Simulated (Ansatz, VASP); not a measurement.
# Cd3InO in VASP and in Ansatz

```xyz
5
Lattice="3.1967 0.0000 0.0000 0.0000 5.8454 0.0000 0.0000 0.0000 5.9646" Properties=species:S:1:pos:R:3 pbc="T T T"
Cd    0.0000    0.0000    1.6058
Cd    0.0000    0.0000    4.3588
Cd    0.0000    2.9227    0.0000
In    0.0000    2.9227    2.9823
O     1.5984    0.0000    0.0000
```

Alike in both runs: functional PBE; k mesh 4 × 4 × 4; occupations gaussian, width 0.1 eV; no spin polarisation.

Ansatz relaxed the structure, and its values are those at the end. VASP's run is a single point on that final structure, the one shown.

```csv
,VASP,Ansatz
version,VASP 6.6.1,Ansatz 0.2.0
potentials or method,"VASP PAW PBE potentials, release 64 (Cd_sv_GW, In_d, O), cutoff 700 eV","scalar-relativistic, plane waves, PAW"
valence electrons in the cell,79,79
```

|  | VASP | Ansatz | Ansatz less VASP |
| --- | --- | --- | --- |
| gap on the k mesh at the Fermi level (eV) | none | none | - |
| pressure (GPa) | 0.0 | 0.1 | +0.02 |
| rms of the force components (eV/Å) | 0.010 | 0.007 | -0.0032 |

A gap of «none» marks a metal or a gap that the smearing closes.

The k mesh is coarse, so the values compare programs but aren't converged.
